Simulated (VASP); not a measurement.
**V: single point with PBE**

V:

```
V
1.0
     2.39899    0.00000    0.00000
     0.00000    2.39899    0.00000
     0.00000    0.00000    2.39899
V
1
Direct
  0.00000 0.00000 0.00000
```

This isn't the form of V at room conditions, which is bcc.

| Quantity | Value |
| --- | --- |
| Program | VASP 6.6.1 |
| Task | single point |
| Functional | PBE |
| Potentials or basis | VASP PAW PBE potentials, release 64 (V_sv) |
| Cutoff | 520 eV |
| k mesh | 22 × 22 × 22 |
| Occupations | fermi-dirac, width 0.0612256 eV |
| Spin | no spin polarisation |

- Pressure: 9.9 GPa
- Band gap on the k mesh: zero (an odd number of electrons rules out a gap without spin polarisation)

Levels at points of the mesh, in eV from the Fermi level:
```tsv
k point	band 3	band 4	band 5	band 6	band 7	band 8	band 9	band 10	band 11	band 12
(0.00, 0.00, 0.00)	-36.99	-36.99	-6.50	-2.33	-2.33	3.77	3.77	3.77	19.02	19.02
(0.50, 0.00, 0.00)	-36.88	-36.88	-2.27	-1.50	-0.12	1.60	1.60	3.97	8.36	19.73
(0.50, 0.50, 0.00)	-38.05	-36.77	-3.90	-0.73	2.08	2.08	5.11	6.54	6.54	13.19
(0.50, 0.50, 0.50)	-37.87	-37.87	-2.15	-2.15	-2.15	5.23	5.23	10.45	14.33	14.33
```

Run time: 43 s on 1 thread of Intel Xeon 8259CL, on a shared host, peak memory 0.17 GiB.

Caveat: the cell stands under pressure.
